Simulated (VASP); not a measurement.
# BeC (P1) in VASP: relaxation of cell and atoms with PBE

Aim: the relaxation of cell and atoms of BeC with PBE.

Everything below comes from runs of VASP 6.6.1. Logs are shortened: lines on timing, memory, paths and dates and some standing lists are left out, and cuts for length are marked.

**1. The cell of the first run**

The typed cell holds 8 atoms: a = 2.447 Å, b = 3.735 Å, c = 5.835 Å, α = 102.56°, β = 89.48°, γ = 88.62°.

**2. Relaxation of cell and atoms, PBE**

The input, INCAR:

```
PREC = Accurate ; ENCUT = 600
EDIFF = 1E-6 ; ISMEAR = 0
SIGMA = 0.1 ; LREAL = F
LASPH = T ; NELM = 60
ALGO = Normal ; ISIF = 3
LWAVE = F ; LCHARG = F
GGA = PE ; IBRION = 2
NSW = 100 ; EDIFFG = -0.015
```

The input, KPOINTS:

```
regular mesh
0
Gamma
  10 6 4
```

The input, POSCAR:

```
BeC
1.0
   -0.0286596702     -0.0194712209     -2.4471235974
   -1.5171354768     -3.4124889060     -0.0450028144
   -4.6889351895      3.4732796773     -0.0259511680
Be C
4 4
Direct
    0.7510717456      0.2234036971      0.5799359492
    0.7688385355      0.7518362114      0.0796192986
    0.2515723732      0.2459528777      0.9163419123
    0.3005644555      0.7723596155      0.4242185635
    0.7355521122      0.8484449389      0.7061132639
    0.7401687730      0.3582990889      0.2273330958
    0.2335102515      0.6597164784      0.7877021622
    0.2187217535      0.1399870922      0.2787357545
```

Potentials or basis: VASP PAW PBE potentials, release 64 (Be, C).

Command:

```console
$ cat potpaw_PBE.64/Be/POTCAR potpaw_PBE.64/C/POTCAR > POTCAR
$ mpirun -np 1 vasp_std > vasp.out
```

OUTCAR:

```text
PREC = Accurate
   ENCUT = 600
   EDIFF = 1E-6
   ISMEAR = 0
   LREAL = F
   LASPH = T
   NELM = 60
   ISIF = 3
   GGA = PE
   IBRION = 2
   NSW = 100
   EDIFFG = -0.015

 ion  position               nearest neighbor table
   1  0.751  0.223  0.580-   5 1.72   8 2.05   4 2.08   4 2.16   8 2.17   7 2.18   7 2.19   6 2.22
                             3 2.29   3 2.31
   2  0.769  0.752  0.080-   6 1.86   7 2.00   8 2.01   8 2.10   7 2.13   3 2.23   4 2.29   3 2.33

   3  0.252  0.246  0.916-   7 1.86   5 2.05   5 2.15   6 2.15   6 2.15   7 2.16   2 2.23   1 2.29
                             1 2.31   2 2.33
   4  0.301  0.772  0.424-   8 1.77   5 1.94   6 2.00   1 2.08   5 2.11   1 2.16   6 2.23   2 2.29

   5  0.736  0.848  0.706-   7 1.52   7 1.55   1 1.72   4 1.94   3 2.05   4 2.11   3 2.15
   6  0.740  0.358  0.227-   8 1.48   8 1.59   2 1.86   4 2.00   3 2.15   3 2.15   1 2.22   4 2.23

   7  0.234  0.660  0.788-   5 1.52   5 1.55   3 1.86   2 2.00   2 2.13   3 2.16   1 2.18   1 2.19

   8  0.219  0.140  0.279-   6 1.48   6 1.59   4 1.77   2 2.01   1 2.05   2 2.10   1 2.17

  LATTYP: Found a triclinic cell.
 ALAT       =     3.7348100142
 B/A-ratio  =     1.6618714059
 C/A-ratio  =     0.6552860426
 COS(alpha) =     0.0230617058
 COS(beta)  =     0.0240746560
 COS(gamma) =     0.3973576190

  Lattice vectors:

 A1 = (  -1.5171354768,  -3.4124889060,  -0.0450028144)
 A2 = (  -6.2060706663,   0.0607907713,  -0.0709539824)
 A3 = (  -0.0286596702,  -0.0194712209,  -2.4471235974)

Analysis of symmetry for initial positions (statically):
=====================================================================
 Subroutine PRICEL returns:
 Original cell was already a primitive cell.

 Routine SETGRP: Setting up the symmetry group for a
 triclinic supercell.

 Subroutine GETGRP returns: Found  1 space group operations
 (whereof  1 operations were pure point group operations)
 out of a pool of  2 trial point group operations.

The static configuration has the point symmetry C_1 .

Analysis of symmetry for dynamics (positions and initial velocities):
=====================================================================
 Subroutine PRICEL returns:
 Original cell was already a primitive cell.

 Routine SETGRP: Setting up the symmetry group for a
 triclinic supercell.

 Subroutine GETGRP returns: Found  1 space group operations
 (whereof  1 operations were pure point group operations)
 out of a pool of  2 trial point group operations.

The dynamic configuration has the point symmetry C_1 .

 Subroutine INISYM returns: Found  1 space group operations
 (whereof  1 operations are pure point group operations),
 and found     1 'primitive' translations

----------------------------------------------------------------------------------------

                                     Primitive cell

  volume of cell :      52.0409

  direct lattice vectors                    reciprocal lattice vectors
    -0.028659670 -0.019471221 -2.447123597     0.004705252  0.003298250 -0.408724379
    -1.517135477 -3.412488906 -0.045002814    -0.163334103 -0.220473998  0.003667162
    -4.688935190  3.473279677 -0.025951168    -0.160448984  0.071315636  0.001311667

  length of vectors
     2.447368874  3.734810014  5.835277062     0.408764768  0.274408930  0.175589057

  position of ions in fractional coordinates (direct lattice)
     0.751071746  0.223403697  0.579935949
     0.768838536  0.751836211  0.079619299
     0.251572373  0.245952878  0.916341912
     0.300564456  0.772359616  0.424218563
     0.735552112  0.848444939  0.706113264
     0.740168773  0.358299089  0.227333096
     0.233510252  0.659716478  0.787702162
     0.218721753  0.139987092  0.278735754

  ion indices of the primitive-cell ions
   primitive index   ion index
                 1           1
                 2           2
                 3           3
                 4           4
                 5           5
                 6           6
                 7           7
                 8           8

----------------------------------------------------------------------------------------

 KPOINTS: regular mesh

Automatic generation of k-mesh.
 Grid dimensions read from file:
 generate k-points for:   10    6    4

 Generating k-lattice:

  Cartesian coordinates                     Fractional coordinates (reciprocal lattice)
     0.000470525  0.000329825 -0.040872438     0.100000000  0.000000000 -0.000000000
    -0.027222350 -0.036745666  0.000611194     0.000000000  0.166666667  0.000000000
    -0.040112246  0.017828909  0.000327917     0.000000000  0.000000000  0.250000000

  Length of vectors
     0.040876477  0.045734822  0.043897264

  Shift w.r.t. Gamma in fractional coordinates (k-lattice)
     0.000000000  0.000000000  0.000000000

 Subroutine IBZKPT returns following result:
 ===========================================

 Found    124 irreducible k-points:

 Following reciprocal coordinates:
            Coordinates               Weight
  0.000000  0.000000  0.000000      1.000000
  0.100000 -0.000000  0.000000      2.000000
  0.200000 -0.000000  0.000000      2.000000
  0.300000 -0.000000 -0.000000      2.000000
  0.400000 -0.000000 -0.000000      2.000000
  0.500000 -0.000000  0.000000      1.000000
[... 16 lines left out ...]
 -0.400000  0.333333  0.000000      2.000000
 -0.300000  0.333333 -0.000000      2.000000
 [... further k-points ...]
   k-points           NKPTS =    124   k-points in BZ     NKDIM =    124   number of bands    NBANDS=     17
   number of dos      NEDOS =    301   number of ions     NIONS =      8
   total plane-waves  NPLWV =  28800
   dimension x,y,z NGX =    20 NGY =   30 NGZ =   48
   dimension x,y,z NGXF=    40 NGYF=   60 NGZF=   96
   ions per type =               4   4
   NGX,Y,Z   is equivalent  to a cutoff of  13.59, 13.35, 13.68 a.u.
   NGXF,Y,Z  is equivalent  to a cutoff of  27.17, 26.71, 27.35 a.u.
 SYSTEM =  unknown system
   PREC   = accura    normal or accurate (medium, high low for compatibility)
   ISTART =      0    job   : 0-new  1-cont  2-samecut
   ICHARG =      2    charge: 1-file 2-atom 10-const
   ISPIN  =      1    spin polarized calculation?
   LNONCOLLINEAR =      F non collinear calculations
   LSORBIT =      F    spin-orbit coupling
   LASPH  =      T    aspherical Exc in radial PAW
   ENCUT  =  600.0 eV  44.10 Ry    6.64 a.u.   4.89  7.46 11.65*2*pi/ulx,y,z
   NELM   =     60;   NELMIN=  2; NELMDL= -5     # of ELM steps
   EDIFF  = 0.1E-05   stopping-criterion for ELM
   LREAL  =      F    real-space projection
   EDIFFG = -.1E-01   stopping-criterion for IOM
   NSW    =    100    number of steps for IOM
   IBRION =      2    ionic relax: 0-MD 1-quasi-New 2-CG
   NFREE  =      1    steps in history (QN), initial steepest desc. (CG)
   ISIF   =      3    stress and relaxation
   ISYM   =      2    0-nonsym 1-usesym 2-fastsym
   POTIM  = 0.5000    time-step for ionic-motion
   TEBEG  =    0.0;   TEEND  =   0.0 temperature during run
   PSTRESS=    0.0 pullay stress
   NELECT =      24.0000    total number of electrons
   NUPDOWN=      -1.0000    fix difference up-down
   EMIN   =  10.00;   EMAX   =-10.00  energy-range for DOS
   EFERMI =   0.00;   METHOD = LEGACY
   ISMEAR =     0;   SIGMA  =   0.10  broadening in eV -4-tet -1-fermi 0-gaus
   EFERMI_NEDOS =   21; number of points for ismear=-14 and -15
   IALGO  =     38    algorithm
   IMIX   =      4    mixing-type and parameters
     AMIX     =   0.40;   BMIX     =  1.00
     AMIX_MAG =   1.60;   BMIX_MAG =  1.00
  volume/ion in A,a.u.               =       6.51        43.90
  Fermi-wavevector in a.u.,A,eV,Ry     =   1.264825  2.390172 21.766353  1.599782
  Thomas-Fermi vector in A             =   2.398110
   LORBIT       =      0    0 simple, 1 ext, 2 COOP (PROOUT), +10 PAW based schemes
   GGA     = PE    functional components
   LHFCALC =     F    Hartree Fock is set to
   AEXX    =    0.0000 exact exchange contribution
   IVDW    =     0    specifies the selected vdW correction
   LEPSILON=     F    determine dielectric tensor
   LRPA    =     F    only Hartree local field effects (RPA)
 conjugate gradient relaxation of ions
 non-spin polarized calculation
 Gauss-broadening in eV      SIGMA  =   0.10
  energy-cutoff  :      600.00
  volume of cell :       52.04
 maximum number of plane-waves:      1760
   NGX =  9   NGY = 15   NGZ = 23

--------------------------------------- Ionic step        1  -------------------------------------------

 number of electron      24.0000000 magnetization

 Free energy of the ion-electron system (eV)
  ---------------------------------------------------
  ext. energy  EPLUGINS =         0.00000000
  ---------------------------------------------------
  free energy    TOTEN  =       -46.34497172 eV

  energy without entropy =      -46.33963213  energy(sigma->0) =      -46.34230192

------------------------ aborting loop because EDIFF is reached ----------------------------------------

  FORCE on cell =-STRESS in cart. coord.  units (eV):
  Direction    XX          YY          ZZ          XY          YZ          ZX
  --------------------------------------------------------------------------------------
  -------------------------------------------------------------------------------------
  Total       -0.0867357      0.9555077      3.3730347      1.4547983     -1.4274679      0.9951046
  in kB       -2.6703224     29.4171200    103.8452839     44.7887303    -43.9473115     30.6361854
  external PRESSURE =      43.5306938 kB  Pullay stress =       0.0000000 kB
[... 107 lines left out ...]
  FREE ENERGIE OF THE ION-ELECTRON SYSTEM (eV)
  ---------------------------------------------------
  free  energy   TOTEN  =       -46.5284878620 eV

  energy  without entropy=      -46.5220351386  energy(sigma->0) =      -46.52526150

 E-fermi :  10.0673     XC(G=0): -11.9860

 val. band max:       10.0306563787   @ k =   0.3000   0.3333   0.5000
 cond. band min:      10.0808396450   @ k =   0.5000  -0.3333   0.2500
 fundamental gap:      0.0501832663
 Fermi energy:        10.0673273918

 k-point     1 :       0.0000    0.0000    0.0000
  band No.  band energies     occupation
      1      -9.5576      2.00000
      2      -8.1123      2.00000
      3      -2.0507      2.00000
      4      -0.4427      2.00000
      5       0.7432      2.00000
      6       1.4885      2.00000
[... 459 lines left out ...]
      6       0.5789      2.00000
[... 9 lines left out ...]
     16      14.9363      0.00000
     17      15.0607      0.00000

 [... further k-points ...]

[... ionic steps 4 to 33 ...]

--------------------------------------- Ionic step       34  -------------------------------------------

 number of electron      24.0000000 magnetization

------------------------ aborting loop because EDIFF is reached ----------------------------------------
[... 79 lines left out ...]
--------------------------------------- Ionic step       36  -------------------------------------------

 number of electron      24.0000000 magnetization

 Free energy of the ion-electron system (eV)
  ---------------------------------------------------
  ext. energy  EPLUGINS =         0.00000000
  ---------------------------------------------------
  free energy    TOTEN  =       -49.13491290 eV

  energy without entropy =      -49.13319687  energy(sigma->0) =      -49.13405488

 E-fermi :   9.2504     XC(G=0): -11.7047

 val. band max:        9.2182179116   @ k =  -0.3000  -0.1667   0.2500
 cond. band min:       9.2688968102   @ k =   0.1000   0.3333   0.2500
 fundamental gap:      0.0506788986
 Fermi energy:         9.2503935381

 k-point     1 :       0.0000    0.0000    0.0000
  band No.  band energies     occupation
      1      -9.9071      2.00000
      2      -8.4970      2.00000
      3      -2.3175      2.00000
      4      -1.2051      2.00000
      5       0.8446      2.00000
      6       1.1338      2.00000
[... 506 lines left out ...]
  FREE ENERGIE OF THE ION-ELECTRON SYSTEM (eV)
  ---------------------------------------------------
  free  energy   TOTEN  =       -49.1349128997 eV

  energy  without entropy=      -49.1331968676  energy(sigma->0) =      -49.13405488

 reached required accuracy - stopping structural energy minimisation
```

Wall time 46 min (1 thread of Intel Xeon 8259CL, shared host); peak memory 0.27 GiB.

Results:

```yaml
Free_energy: -49.1349 eV
Relaxed_volume: 6.70 Å³/atom
Relaxed_cell: a = 2.577 Å, b = 4.202 Å, c = 5.418 Å, α = 94.70°, β = 76.55°, γ = 72.38°
Space_group_after_relaxing_to_0.1_Å: C2/m (No. 12)
Energy_gained_by_relaxing: 348.7 meV/atom
Ionic_steps: 36
Pressure_after_relaxing: 0.0 GPa
Largest_force_after_relaxing: 0.011 eV/Å
Band_gap_on_the_k_mesh: zero (bands 12 and 13 overlap by 1.17 eV)
```

Forces on the atoms (eV/Å):
```
Be  -0.001 -0.007 -0.006
Be  -0.001  0.003  0.006
Be  -0.001 -0.003  0.002
Be   0.000  0.004  0.005
C    0.002 -0.001 -0.011
C    0.002  0.008 -0.005
C   -0.003 -0.008  0.002
C    0.002  0.004  0.008
```

Step by step:
```
step  energy change (eV)  largest force (eV/Å)  pressure (GPa)  volume (Å³)
   1              0.0000                1.7847            4.35        52.04
   2             -0.0929                2.2568           -2.41        53.37
   3             -0.1835                0.8728           -0.52        52.80
   4             -0.2921                0.3958           -2.29        53.00
   5             -0.2993                0.5329           -2.66        53.06
   6             -0.3939                0.5388            0.19        52.35
   7             -0.4328                1.2191            3.27        51.72
   8             -0.4692                1.2746            4.03        51.60
   9             -0.5655                1.4827            6.70        51.24
  10             -0.6360                2.1265           13.78        50.39
  11             -0.7169                2.0180           14.06        50.49
  12             -0.9118                1.8517           15.37        50.73
  13             -0.9606                1.9968           19.48        50.95
  14             -1.0205                1.8501           17.61        50.91
  15             -1.2742                1.5432           13.26        51.78
  16             -1.7010                1.2949            2.39        54.42
  17             -1.7397                1.5564           -1.10        55.46
  18             -1.8944                1.1404           -2.90        55.80
  19             -2.0778                0.9483           -6.96        56.68
  20             -2.2301                0.9063           -4.49        55.90
  21             -2.4118                0.8300            3.61        53.90
  22             -2.5363                0.6758            2.35        53.93
  23             -2.5635                0.9013            1.98        53.94
  24             -2.6657                0.4444           -1.59        54.44
  25             -2.6894                0.5421           -3.77        54.79
  26             -2.7494                0.4452           -1.18        53.99
  27             -2.7516                0.4516           -0.60        53.82
  28             -2.7809                0.1434            0.76        53.45
  29             -2.7811                0.1703            0.91        53.41
  30             -2.7882                0.0772            0.20        53.60
  31             -2.7886                0.1081            0.00        53.66
  32             -2.7896                0.0686           -0.29        53.70
  33             -2.7897                0.0421           -0.23        53.69
  34             -2.7899                0.0251            0.08        53.63
  35             -2.7899                0.0228            0.06        53.63
  36             -2.7899                0.0109            0.02        53.64
```

Final structure:
```cif
data_structure
_symmetry_space_group_name_H-M 'P 1'
_symmetry_Int_Tables_number 1
_cell_length_a 2.5768
_cell_length_b 4.2018
_cell_length_c 5.4183
_cell_angle_alpha 94.701
_cell_angle_beta 76.547
_cell_angle_gamma 72.385
_cell_volume 53.64
loop_
_atom_site_label
_atom_site_type_symbol
_atom_site_fract_x
_atom_site_fract_y
_atom_site_fract_z
_atom_site_occupancy
Be1 Be 0.60959 0.23268 0.54561 1
Be2 Be 0.61051 0.73291 0.04552 1
Be3 Be 0.39001 0.26706 0.95445 1
Be4 Be 0.39015 0.76725 0.45440 1
C1 C 0.70547 0.86164 0.72754 1
C2 C 0.70580 0.36197 0.22756 1
C3 C 0.29410 0.63806 0.77244 1
C4 C 0.29437 0.13844 0.27248 1
```
